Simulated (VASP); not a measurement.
# As in VASP: further runs

Runs on As. Level: PBE. Tasks: electric field gradients.

Program: VASP 6.6.1. These are calculated values, not measurements. Logs are shortened: lines on timing, memory, paths and dates and some standing lists are left out, and cuts for length are marked.

### 1 The cell of the first run

Symmetry: R-3m, No. 166, trigonal system. Conventional cell: a = 3.797 Å, b = 3.797 Å, c = 10.561 Å, α = 90.00°, β = 90.00°, γ = 120.00°. As (site symmetry 3m) has 6 As at 2.54 to 3.13 Å within 3.4 Å.

### 2 Electric field gradients, PBE (21.97 Å³/atom)

File INCAR:

```
SYSTEM = As
ALGO = Normal
EDIFF = 1E-8
ENCUT = 400
GGA = PE
GGA_COMPAT = .False.
ISIF = 2
ISMEAR = -1
LASPH = .True.
LCHARG = .False.
LEFG = .True.
LREAL = .False.
LWAVE = .False.
NBANDS = 22
NELM = 120
PREC = Accurate
SIGMA = 0.03
```

File KPOINTS:

```
k-points
0
Gamma
  11 11 11
  0 0 0
```

File POSCAR:

```
As
1.0
    1.8983620487      1.0960198399      3.5202848189
   -1.8983620487      1.0960198399      3.5202848189
    0.0000000000     -2.1920396797      3.5202848189
As
2
Direct
    0.2275400000      0.2275400000      0.2275400000
    0.7724600000      0.7724600000      0.7724600000
```

Potentials or basis: VASP PAW PBE potentials, release 64 (As_d).

Command:

```bash
$ cat potpaw_PBE.64/As_d/POTCAR > POTCAR
$ mpirun -np 1 vasp_std > vasp.out
```

OUTCAR:

```text
SYSTEM = As
   EDIFF = 1E-8
   ENCUT = 400
   GGA = PE
   ISIF = 2
   ISMEAR = -1
   LASPH = .True.
   LREAL = .False.
   NELM = 120
   PREC = Accurate

 ion  position               nearest neighbor table
   1  0.228  0.228  0.228-   2 2.54   2 2.54   2 2.54
   2  0.772  0.772  0.772-   1 2.54   1 2.54   1 2.54

  LATTYP: Found a trigonal (rhomboedric) cell.
 ALAT       =     4.1469800052
 COS(alpha) =     0.5808936906

  Lattice vectors:

 A1 = (   1.8983620487,   1.0960198399,   3.5202848189)
 A2 = (  -1.8983620487,   1.0960198399,   3.5202848189)
 A3 = (   0.0000000000,  -2.1920396797,   3.5202848189)

Analysis of symmetry for initial positions (statically):
=====================================================================
 Subroutine PRICEL returns:
 Original cell was already a primitive cell.

 Routine SETGRP: Setting up the symmetry group for a
 trigonal (rhombohedral) supercell.

 Subroutine GETGRP returns: Found 12 space group operations
 (whereof 12 operations were pure point group operations)
 out of a pool of 12 trial point group operations.

The static configuration has the point symmetry D_3d.

Analysis of symmetry for dynamics (positions and initial velocities):
=====================================================================
 Subroutine PRICEL returns:
 Original cell was already a primitive cell.

 Routine SETGRP: Setting up the symmetry group for a
 trigonal (rhombohedral) supercell.

 Subroutine GETGRP returns: Found 12 space group operations
 (whereof 12 operations were pure point group operations)
 out of a pool of 12 trial point group operations.

The dynamic configuration has the point symmetry D_3d.

 Subroutine INISYM returns: Found 12 space group operations
 (whereof 12 operations are pure point group operations),
 and found     1 'primitive' translations

----------------------------------------------------------------------------------------

                                     Primitive cell

  volume of cell :      43.9467

  direct lattice vectors                    reciprocal lattice vectors
[... 118 lines left out ...]
 non-spin polarized calculation
  energy-cutoff  :      400.00
  volume of cell :       43.95
 maximum number of plane-waves:       810
   NGX = 13   NGY = 13   NGZ = 13

 number of electron      30.0000004 magnetization

 Free energy of the ion-electron system (eV)
  ---------------------------------------------------
  ext. energy  EPLUGINS =         0.00000000
  ---------------------------------------------------
  free energy    TOTEN  =        -9.35656361 eV

  energy without entropy =       -9.35629470  energy(sigma->0) =       -9.35642916

 E-fermi :   3.6433     XC(G=0): -10.5619

 val. band max:        3.5881279824   @ k =   0.4545   0.3636   0.3636
 cond. band min:       3.6939062945   @ k =   0.4545   0.0909   0.0909
 fundamental gap:      0.1057783121
 Fermi energy:         3.6433122245

 k-point     1 :       0.0000    0.0000    0.0000
  band No.  band energies     occupation
      1     -32.6480      2.00000
      2     -32.6480      2.00000
      3     -32.6073      2.00000
      4     -32.6073      2.00000
      5     -32.5773      2.00000
      6     -32.5447      2.00000
[... 589 lines left out ...]
     21      13.5568      0.00000
     22      13.7027      0.00000

 [... further k-points ...]

------------------------ aborting loop because EDIFF is reached ----------------------------------------

  FORCE on cell =-STRESS in cart. coord.  units (eV):
  Direction    XX          YY          ZZ          XY          YZ          ZX
  --------------------------------------------------------------------------------------
  -------------------------------------------------------------------------------------
  Total        0.3293630      0.3293630      0.2365767     -0.0000000      0.0000000     -0.0000000
  in kB       12.0076738     12.0076738      8.6249405     -0.0000000      0.0000000     -0.0000000
  external PRESSURE =      10.8800960 kB  Pullay stress =       0.0000000 kB

 VOLUME and BASIS-vectors are now :
 -----------------------------------------------------------------------------
  energy-cutoff  :      400.00
  volume of cell :       43.95
      direct lattice vectors                 reciprocal lattice vectors
     1.898362049  1.096019840  3.520284819     0.263384954  0.152065374  0.094689308
    -1.898362049  1.096019840  3.520284819    -0.263384954  0.152065374  0.094689308
     0.000000000 -2.192039680  3.520284819     0.000000000 -0.304130748  0.094689308

 POSITION                                       TOTAL-FORCE (eV/Angst)
 -----------------------------------------------------------------------------------
      0.00000      0.00000      2.40302         0.000000      0.000000      0.044850
      0.00000      0.00000      8.15784         0.000000     -0.000000     -0.044850
 -----------------------------------------------------------------------------------
    total drift:                               -0.000000      0.000000     -0.000000

  FREE ENERGIE OF THE ION-ELECTRON SYSTEM (eV)
  ---------------------------------------------------
  free  energy   TOTEN  =        -9.3565636106 eV

  energy  without entropy=       -9.3562947020  energy(sigma->0) =       -9.35642916

 Electric field gradients (V/A^2)
---------------------------------------------------------------------
 ion       V_xx      V_yy      V_zz      V_xy      V_xz      V_yz
---------------------------------------------------------------------
   1      24.051    24.051   -48.103    -0.000    -0.000    -0.000
   2      24.051    24.051   -48.103    -0.000    -0.000    -0.000
---------------------------------------------------------------------

 Electric field gradients after diagonalization (V/A^2)
 (convention: |V_zz| > |V_xx| > |V_yy|)
----------------------------------------------------------------------
 ion       V_xx      V_yy      V_zz     asymmetry (V_yy - V_xx)/ V_zz
----------------------------------------------------------------------
   1      24.051    24.051   -48.103       0.000
   2      24.051    24.051   -48.103       0.000
----------------------------------------------------------------------

           NMR quadrupolar parameters

 Cq : quadrupolar parameter    Cq=e*Q*V_zz/h
 eta: asymmetry parameters     (V_yy - V_xx)/ V_zz
 Q  : nuclear electric quadrupole moment in mb (millibarn)
----------------------------------------------------------------------
 ion       Cq(MHz)       eta       Q (mb)
----------------------------------------------------------------------
   1      -0.116       0.000       1.000
   2      -0.116       0.000       1.000
----------------------------------------------------------------------
```

OSZICAR:

```text
N       E                     dE             d eps       ncg     rms          rms(c)
DAV:   1     0.181841061324E+03    0.18184E+03   -0.11692E+04  8422   0.593E+03
DAV:   2     0.165393962347E+02   -0.16530E+03   -0.15834E+03  6544   0.794E+02
DAV:   3    -0.822133047041E+01   -0.24761E+02   -0.24355E+02  7072   0.139E+02
DAV:   4    -0.935299578817E+01   -0.11317E+01   -0.11304E+01  7522   0.346E+01
DAV:   5    -0.937373325311E+01   -0.20737E-01   -0.20737E-01  7204   0.567E+00    0.375E+00
DAV:   6    -0.936222791875E+01    0.11505E-01   -0.78161E-03  8486   0.107E+00    0.223E+00
DAV:   7    -0.935627447178E+01    0.59534E-02   -0.10605E-02  9060   0.108E+00    0.108E-01
DAV:   8    -0.935651400014E+01   -0.23953E-03   -0.88768E-04  7414   0.351E-01    0.337E-02
DAV:   9    -0.935656136975E+01   -0.47370E-04   -0.62341E-05  7756   0.616E-02    0.701E-03
DAV:  10    -0.935656304181E+01   -0.16721E-05   -0.47817E-06  8290   0.252E-02    0.349E-03
DAV:  11    -0.935656370439E+01   -0.66258E-06   -0.11766E-06  7252   0.745E-03    0.118E-03
DAV:  12    -0.935656356261E+01    0.14178E-06   -0.15116E-07  8448   0.532E-03    0.279E-04
DAV:  13    -0.935656360465E+01   -0.42044E-07   -0.15725E-08  6098   0.117E-03    0.784E-05
DAV:  14    -0.935656361056E+01   -0.59081E-08   -0.94957E-10  4178   0.268E-04
   1 F= -.93565636E+01 E0= -.93564292E+01  d E =-.268909E-03
```

Run time: 58 s. Hardware: 1 thread of AMD EPYC 9R45 (Zen 5), shared host; peak memory 0.18 GiB.

Results:

```yaml
Free_energy: -9.3566 eV
Pressure: 1.1 GPa
Largest_force: 0.045 eV/Å
Band_gap_on_the_k_mesh: zero (bands 15 and 16 overlap by 0.32 eV)
Largest_electric_field_gradient_by_atom: As -48.1 V/Å²
```

Forces in eV/Å, atoms in the order of the input:
```
As   0.000  0.000  0.045
As   0.000  0.000 -0.045
```

Stress tensor (GPa, compression positive):
```
1.20 0.00 0.00
0.00 1.20 0.00
0.00 0.00 0.86
```

Electric field gradients, principal values (V/Å²):
```tsv
atom	least	middle	greatest (by size)
1 As	24.051	24.051	-48.103
2 As	24.051	24.051	-48.103
```

Caveat: without QUAD_EFG the Cq values of the log hold for a quadrupole moment of 1 mb, not for the nuclei.

[end of part 1 of 2]

The gap in the log of VASP goes by the Fermi energy; the results here count the filled bands.